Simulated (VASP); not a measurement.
**Mg5O: relaxation of cell and atoms with PBE**

The system is Mg5O.

```
CELL_PARAMETERS angstrom
3.11881 0.00000 0.00000
-1.55941 2.70097 0.00000
0.00000 0.00000 13.00367
ATOMIC_POSITIONS crystal
Mg 0.66667 0.33333 0.10152
Mg 0.00000 0.00000 0.29973
Mg 0.66667 0.33333 0.50000
Mg 0.00000 0.00000 0.70027
Mg 0.66667 0.33333 0.89848
O 0.00000 0.00000 0.00000
```

The cell was built from a structure type or drawn by symmetry, and may not be a known phase.

| Quantity | Value |
| --- | --- |
| Program | VASP 6.6.1 |
| Task | relaxation of cell and atoms |
| Functional | PBE |
| Potentials or basis | VASP PAW PBE potentials, release 64 (Mg, O) |
| Cutoff | 600 eV |
| k mesh | 12 × 12 × 4 |
| Occupations | gaussian, width 0.1 eV |
| Spin | no spin polarisation |
| Dipole correction | no |
| Further INCAR settings | ALGO = Normal; EDIFF = 1e-07; IBRION = 2; EDIFFG = -0.01; NSW = 100; ISIF = 3 |

```
Relaxed volume                        : 18.16 Å³/atom
Relaxed cell                          : a = 3.106 Å, b = 3.106 Å, c = 13.045 Å, α = 90.00°, β = 90.00°, γ = 120.00°
Space group after relaxing (to 0.1 Å) : P-6m2 (No. 187)
Energy gained by relaxing             : 0.4 meV/atom
Ionic steps                           : 7
Pressure after relaxing               : 0.0 GPa
Largest force after relaxing          : 0.007 eV/Å
Band gap on the k mesh                : zero (bands 8 and 9 overlap by 1.77 eV)
```

Forces in eV/Å, atoms in the order of the input:
```
Mg   0.000  0.000  0.007
Mg   0.000  0.000  0.004
Mg   0.000  0.000  0.000
Mg   0.000  0.000 -0.004
Mg   0.000  0.000 -0.007
O    0.000  0.000  0.000
```

The path:
```csv
step,energy change (eV),largest force (eV/Å),pressure (GPa),volume (Å³)
1,0.0000,0.0396,-0.31,109.54
2,-0.0017,0.0279,-0.03,108.97
3,-0.0019,0.0227,0.09,108.72
4,-0.0021,0.0151,0.04,108.86
5,-0.0021,0.0101,-0.02,108.99
6,-0.0021,0.0107,-0.01,108.98
7,-0.0021,0.0071,0.00,108.97
```

Final structure:
```yaml
crystal:
  lattice:
    - [3.10579, 0.00000, 0.00000]
    - [-1.55290, 2.68969, 0.00000]
    - [0.00000, 0.00000, 13.04471]
  atoms:
    - { symbol: Mg, position: [0.66667, 0.33333, 0.10118] }
    - { symbol: Mg, position: [0.00000, 0.00000, 0.30020] }
    - { symbol: Mg, position: [0.66667, 0.33333, 0.50000] }
    - { symbol: Mg, position: [0.00000, 0.00000, 0.69980] }
    - { symbol: Mg, position: [0.66667, 0.33333, 0.89882] }
    - { symbol: O, position: [0.00000, 0.00000, 0.00000] }
```

Levels at points of the mesh, in eV from the Fermi level:
| k point | band 6 | band 7 | band 8 | band 9 | band 10 | band 11 |
| --- | --- | --- | --- | --- | --- | --- |
| (0.00, 0.00, 0.00) | -3.65 | -3.65 | -2.33 | -1.28 | 2.44 | 2.50 |
| (0.50, 0.00, 0.00) | -1.83 | -1.52 | -0.65 | -0.35 | 0.32 | 1.17 |
| (0.00, 0.00, 0.50) | -3.65 | -3.65 | -3.47 | 0.07 | 0.62 | 4.11 |
| (0.50, 0.00, 0.50) | -1.77 | -1.37 | -1.03 | -0.16 | 0.39 | 1.33 |

Run time: 2.8 min on 1 thread of Intel(R) Xeon(R) 6975P-C (Granite Rapids), on a shared host, peak memory 0.34 GiB.
